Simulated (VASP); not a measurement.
# C (P6_3/mmc) in VASP: further runs, part 2 of 2

VASP 6.6.1. The steps go on from the part before.

## Step 3: Relaxation of shape and atoms at fixed volume, PBE+D3(BJ) (9.75 Å³/atom)

This run uses another cell than the first one, of 9.75 Å³/atom.

INCAR reads:

```
SYSTEM = C
PREC = Accurate
ENCUT = 600
EDIFF = 1E-6
ISMEAR = 0
SIGMA = 0.1
LREAL = .FALSE.
LASPH = .TRUE.
NELM = 60
ALGO = Normal
ISIF = 4
LWAVE = .FALSE.
LCHARG = .FALSE.
GGA = PE
IVDW = 12
IBRION = 2
NSW = 50
EDIFFG = -0.01
```

KPOINTS reads:

```
regular mesh
0
G
  18 18 6
  0 0 0
```

POSCAR reads:

```
C
1.0
    2.4984972516      0.0000000000      0.0000000000
   -1.2492486258      2.1637620912      0.0000000000
    0.0000000000      0.0000000000      7.2147372563
C
4
Direct
    0.0000000000      0.0000000000      0.0025000000
    0.0000000000      0.0000000000      0.5025000000
    0.3333333333      0.6666666667      0.0025000000
    0.6666666667      0.3333333333      0.5025000000
```

Potentials or basis: VASP PAW PBE potentials, release 64 (C).

Started as:

```console
> cat potpaw_PBE.64/C/POTCAR > POTCAR
> mpirun -np 1 vasp_std > vasp.out
```

OUTCAR:

```text
SYSTEM = C
   PREC = Accurate
   ENCUT = 600
   EDIFF = 1E-6
   ISMEAR = 0
   LREAL = .FALSE.
   LASPH = .TRUE.
   NELM = 60
   ISIF = 4
   GGA = PE
   IVDW = 12
   IBRION = 2
   NSW = 50
   EDIFFG = -0.01
 IVDW          = 12

 ion  position               nearest neighbor table
   1  0.000  0.000  0.002-   3 1.44   3 1.44   3 1.44
   2  0.000  0.000  0.502-   4 1.44   4 1.44   4 1.44
   3  0.333  0.667  0.002-   1 1.44   1 1.44   1 1.44
   4  0.667  0.333  0.502-   2 1.44   2 1.44   2 1.44

  LATTYP: Found a hexagonal cell.
 ALAT       =     2.4984972516
 C/A-ratio  =     2.8876306555

  Lattice vectors:

 A1 = (   2.4984972516,   0.0000000000,   0.0000000000)
 A2 = (  -1.2492486258,   2.1637620912,   0.0000000000)
 A3 = (   0.0000000000,   0.0000000000,   7.2147372563)

Analysis of symmetry for initial positions (statically):
=====================================================================
 Subroutine PRICEL returns:
 Original cell was already a primitive cell.

 Routine SETGRP: Setting up the symmetry group for a
 hexagonal supercell.

 Subroutine GETGRP returns: Found 24 space group operations
 (whereof  6 operations were pure point group operations)
 out of a pool of 24 trial point group operations.

The static configuration has the point symmetry C_3v.
 The point group associated with its full space group is D_6h.

Analysis of symmetry for dynamics (positions and initial velocities):
=====================================================================
 Subroutine PRICEL returns:
 Original cell was already a primitive cell.

 Routine SETGRP: Setting up the symmetry group for a
 hexagonal supercell.

 Subroutine GETGRP returns: Found 24 space group operations
 (whereof  6 operations were pure point group operations)
 out of a pool of 24 trial point group operations.

The dynamic configuration has the point symmetry C_3v.
 The point group associated with its full space group is D_6h.

 Subroutine INISYM returns: Found 24 space group operations
 (whereof  6 operations are pure point group operations),
 and found     1 'primitive' translations

----------------------------------------------------------------------------------------

                                     Primitive cell

  volume of cell :      39.0040

  direct lattice vectors                    reciprocal lattice vectors
     2.498497252  0.000000000  0.000000000     0.400240584  0.231079009  0.000000000
    -1.249248626  2.163762091  0.000000000     0.000000000  0.462158018  0.000000000
     0.000000000  0.000000000  7.214737256     0.000000000  0.000000000  0.138605186

  length of vectors
     2.498497252  2.498497252  7.214737256     0.462158018  0.462158018  0.138605186

  position of ions in fractional coordinates (direct lattice)
     0.000000000  0.000000000  0.002500000
     0.000000000  0.000000000  0.502500000
     0.333333333  0.666666667  0.002500000
     0.666666667  0.333333333  0.502500000

  ion indices of the primitive-cell ions
   primitive index   ion index
                 1           1
                 2           2
                 3           3
                 4           4

----------------------------------------------------------------------------------------

 KPOINTS: regular mesh

Automatic generation of k-mesh.
 Grid dimensions read from file:
 generate k-points for:   18   18    6

 Generating k-lattice:

  Cartesian coordinates                     Fractional coordinates (reciprocal lattice)
     0.022235588  0.012837723  0.000000000     0.055555556 -0.000000000  0.000000000
     0.000000000  0.025675445  0.000000000     0.000000000  0.055555556  0.000000000
     0.000000000  0.000000000  0.023100864     0.000000000  0.000000000  0.166666667

  Length of vectors
     0.025675445  0.025675445  0.023100864

  Shift w.r.t. Gamma in fractional coordinates (k-lattice)
     0.000000000  0.000000000  0.000000000

 Subroutine IBZKPT returns following result:
 ===========================================

 Found    148 irreducible k-points:

 Following reciprocal coordinates:
            Coordinates               Weight
  0.000000  0.000000  0.000000      1.000000
  0.055556  0.000000  0.000000      6.000000
  0.111111  0.000000  0.000000      6.000000
  0.166667 -0.000000  0.000000      6.000000
  0.222222 -0.000000  0.000000      6.000000
  0.277778 -0.000000  0.000000      6.000000
[... 16 lines left out ...]
  0.333333  0.111111  0.000000     12.000000
  0.388889  0.111111  0.000000     12.000000
 [... further k-points ...]
   k-points           NKPTS =    148   k-points in BZ     NKDIM =    148   number of bands    NBANDS=     12
   number of dos      NEDOS =    301   number of ions     NIONS =      4
   total plane-waves  NPLWV =  24000
   dimension x,y,z NGX =    20 NGY =   20 NGZ =   60
   dimension x,y,z NGXF=    40 NGYF=   40 NGZF=  120
   ions per type =               4
   NGX,Y,Z   is equivalent  to a cutoff of  13.31, 13.31, 13.83 a.u.
   NGXF,Y,Z  is equivalent  to a cutoff of  26.62, 26.62, 27.65 a.u.
 SYSTEM =  C
   PREC   = accura    normal or accurate (medium, high low for compatibility)
   ISTART =      0    job   : 0-new  1-cont  2-samecut
   ICHARG =      2    charge: 1-file 2-atom 10-const
   ISPIN  =      1    spin polarized calculation?
   LNONCOLLINEAR =      F non collinear calculations
   LSORBIT =      F    spin-orbit coupling
   LASPH  =      T    aspherical Exc in radial PAW
   ENCUT  =  600.0 eV  44.10 Ry    6.64 a.u.   4.99  4.99 14.41*2*pi/ulx,y,z
   NELM   =     60;   NELMIN=  2; NELMDL= -5     # of ELM steps
   EDIFF  = 0.1E-05   stopping-criterion for ELM
   LREAL  =      F    real-space projection
   EDIFFG = -.1E-01   stopping-criterion for IOM
   NSW    =     50    number of steps for IOM
   IBRION =      2    ionic relax: 0-MD 1-quasi-New 2-CG
   NFREE  =      1    steps in history (QN), initial steepest desc. (CG)
   ISIF   =      4    stress and relaxation
   ISYM   =      2    0-nonsym 1-usesym 2-fastsym
   POTIM  = 0.5000    time-step for ionic-motion
   TEBEG  =    0.0;   TEEND  =   0.0 temperature during run
   PSTRESS=    0.0 pullay stress
   NELECT =      16.0000    total number of electrons
   NUPDOWN=      -1.0000    fix difference up-down
   EMIN   =  10.00;   EMAX   =-10.00  energy-range for DOS
   EFERMI =   0.00;   METHOD = LEGACY
   ISMEAR =     0;   SIGMA  =   0.10  broadening in eV -4-tet -1-fermi 0-gaus
   EFERMI_NEDOS =   21; number of points for ismear=-14 and -15
   IALGO  =     38    algorithm
   IMIX   =      4    mixing-type and parameters
     AMIX     =   0.40;   BMIX     =  1.00
     AMIX_MAG =   1.60;   BMIX_MAG =  1.00
  volume/ion in A,a.u.               =       9.75        65.80
  Fermi-wavevector in a.u.,A,eV,Ry     =   1.216406  2.298674 20.131770  1.479643
  Thomas-Fermi vector in A             =   2.351761
   LORBIT       =      0    0 simple, 1 ext, 2 COOP (PROOUT), +10 PAW based schemes
   GGA     = PE    functional components
   LHFCALC =     F    Hartree Fock is set to
   AEXX    =    0.0000 exact exchange contribution
   IVDW    =    12    specifies the selected vdW correction
   LEPSILON=     F    determine dielectric tensor
   LRPA    =     F    only Hartree local field effects (RPA)
 conjugate gradient relaxation of ions
 non-spin polarized calculation
 Gauss-broadening in eV      SIGMA  =   0.10
  energy-cutoff  :      600.00
  volume of cell :       39.00
 maximum number of plane-waves:      1328
 NGX is ok and might be reduce to    20
   NGX =  9   NGY =  9   NGZ = 29

--------------------------------------- Ionic step        1  -------------------------------------------

 number of electron      16.0000000 magnetization

 Free energy of the ion-electron system (eV)
  ---------------------------------------------------
  ext. energy  EPLUGINS =         0.00000000
  ---------------------------------------------------
  free energy    TOTEN  =       -36.85150039 eV

  energy without entropy =      -36.85068774  energy(sigma->0) =      -36.85109407

------------------------ aborting loop because EDIFF is reached ----------------------------------------

 Edisp (eV)   -0.56832

 E8    (eV) :    -0.1596
[... 75 lines left out ...]
--------------------------------------- Ionic step        3  -------------------------------------------

 number of electron      16.0000000 magnetization

 Free energy of the ion-electron system (eV)
  ---------------------------------------------------
  ext. energy  EPLUGINS =         0.00000000
  ---------------------------------------------------
  free energy    TOTEN  =       -36.90073463 eV

  energy without entropy =      -36.89991549  energy(sigma->0) =      -36.90032506

 E-fermi :   3.8450     XC(G=0):  -9.6557

 val. band max:        3.8430168284   @ k =   0.3333   0.3333   0.5000
 cond. band min:       3.8479055635   @ k =   0.3333   0.3333   0.3333
 fundamental gap:      0.0048887350
 Fermi energy:         3.8450427892

 k-point     1 :       0.0000    0.0000    0.0000
  band No.  band energies     occupation
      1     -15.6950      2.00000
      2     -15.5574      2.00000
      3      -4.2903      2.00000
      4      -3.1124      2.00000
      5       0.8102      2.00000
      6       0.8102      2.00000
      7       0.8165      2.00000
      8       0.8165      2.00000
      9       7.5080      0.00000
     10      12.1255      0.00000
     11      12.1265      0.00000
     12      12.1473      0.00000
[... 331 lines left out ...]
 k-point    24 :       0.3889    0.1111    0.0000
  band No.  band energies     occupation
      1     -11.0035      2.00000
      2     -10.9121      2.00000
      3      -8.3645      2.00000
      4      -8.2948      2.00000
      5      -3.3849      2.00000
      6      -3.3542      2.00000
      7       0.9946      2.00000
      8       1.6606      2.00000
      9       5.7671      0.00000
     10       6.2521      0.00000
     11      12.3382      0.00000
     12      12.5539      0.00000

 [... further k-points ...]

------------------------ aborting loop because EDIFF is reached ----------------------------------------

 Edisp (eV)   -0.55725

 E8    (eV) :    -0.1561
[... 27 lines left out ...]
  FREE ENERGIE OF THE ION-ELECTRON SYSTEM (eV)
  ---------------------------------------------------
  free  energy   TOTEN  =       -37.4579832999 eV

  energy  without entropy=      -37.4571641592  energy(sigma->0) =      -37.45757373

 reached required accuracy - stopping structural energy minimisation
```

OSZICAR:

```text
N       E                     dE             d eps       ncg     rms          rms(c)
DAV:   1     0.557523107266E+02    0.55752E+02   -0.88384E+03  3552   0.138E+03
DAV:   2    -0.344626778064E+02   -0.90215E+02   -0.83205E+02  5136   0.232E+02
DAV:   3    -0.389102236509E+02   -0.44475E+01   -0.44118E+01  4460   0.532E+01
[... 22 lines left out ...]
DAV:   2    -0.369013005820E+02    0.11613E-02   -0.15930E-03  4136   0.310E-01    0.947E-02
DAV:   3    -0.369007360256E+02    0.56456E-03   -0.17139E-03  4280   0.285E-01    0.258E-02
DAV:   4    -0.369007376321E+02   -0.16065E-05   -0.73926E-05  4044   0.646E-02    0.894E-03
DAV:   5    -0.369007344800E+02    0.31522E-05   -0.86683E-06  4376   0.228E-02    0.194E-03
DAV:   6    -0.369007346333E+02   -0.15337E-06   -0.38126E-07  2748   0.512E-03
   3 F= -.37457983E+02 E0= -.37457574E+02  d E =-.381599E-01
```

CONTCAR:

```text
C
   1.00000000000000
     2.4697601484718921   -0.0000000000000000   -0.0000000000000000
    -1.2348800742359460    2.1388750298572963   -0.0000000000000000
     0.0000000000000000    0.0000000000000000    7.3836094080067962
  C
     4
Direct
     0.0000000000000000    0.0000000000000000    0.0024999999999977
     0.0000000000000000    0.0000000000000000    0.5024999999999977
     0.3333333332999970    0.6666666667000030    0.0024999999999977
     0.6666666667000030    0.3333333332999970    0.5024999999999977

  0.00000000E+00  0.00000000E+00  0.00000000E+00
  0.00000000E+00  0.00000000E+00  0.00000000E+00
  0.00000000E+00  0.00000000E+00  0.00000000E+00
  0.00000000E+00  0.00000000E+00  0.00000000E+00
```

Wall time 53 s (1 thread of Intel Xeon 6975P-C (Granite Rapids), shared host); peak memory 0.21 GiB.

What came out:

| Item | Value |
| --- | --- |
| Free energy | -37.4580 eV |
| Energy gained by relaxing | 9.5 meV/atom |
| Ionic steps | 3 |
| Pressure after relaxing | -1.9 GPa |
| Band gap on the k mesh | zero (bands 8 and 9 overlap by 0.01 eV) |
| Dispersion energy per atom | -0.139 eV |

Step by step:
| step | energy change (eV) | largest force (eV/Å) | pressure (GPa) | volume (Å³) |
| --- | --- | --- | --- | --- |
| 1 | 0.0000 | 0.0000 | -10.60 | 39.00 |
| 2 | -0.0375 | 0.0000 | -0.78 | 39.00 |
| 3 | -0.0382 | 0.0000 | -1.95 | 39.00 |

Final structure:
```
C
1.0
     2.46976    0.00000    0.00000
    -1.23488    2.13888    0.00000
     0.00000    0.00000    7.38361
C
4
Direct
  0.00000 0.00000 0.00250
  0.00000 0.00000 0.50250
  0.33333 0.66667 0.00250
  0.66667 0.33333 0.50250
```
